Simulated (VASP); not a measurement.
Runs of VASP 6.6.1 on Sm3BRh. The structure is that of space group Pm-3m (No. 221), or close to it. The cells are those of the table. The cell was built from a structure type or drawn by symmetry, and may not be a known phase.

```tsv
task	spin	cell	k mesh	gap on the mesh (eV)	pressure (GPa)	relaxed volume (Å³/atom)
single point	off	a = 5.303 Å, 5 atoms	4 × 4 × 4	none	0.5	-
single point	collinear, ferromagnetic start	a = 5.303 Å, 5 atoms	4 × 4 × 4	none	0.5	-
relaxation of cell and atoms	off	relaxed from a = 5.303 Å, 5 atoms	8 × 8 × 8	none	0.0	30.08
single point	off	a = 4.614 Å, 5 atoms	4 × 4 × 4	none	49.0	-
single point	off	a = 5.306 Å, 5 atoms	8 × 8 × 8	none	0.3	-
relaxation of cell and atoms	off	relaxed from a = 4.614 Å, 5 atoms	4 × 4 × 4	none	0.1	(a)
```

Alike in all rows: level PBE; potentials or basis VASP PAW PBE potentials, release 64 (Sm_3, B, Rh_pv), 4f in core; cutoff (eV) 500; smearing gaussian 0.1 eV.

Estimate the missing entries.

(a) 29.96.

Caveats: spin-orbit coupling is left out, which moves the levels of the heavy elements; the 4f electrons are frozen in the core, so they carry no moment and show no levels; the magnetic or orbital state may not be the lowest (at least some runs); the cell stands under pressure (at least some runs); the electronic state changed during the relaxation (at least some runs); the volume moved by over 15 % at a fixed basis, so the end points are rough (at least some runs).

A k mesh can miss the band edges, and the runs leave out spin-orbit coupling on Rh, Sm.

A gap of «none» marks levels without a gap at the run's occupations.
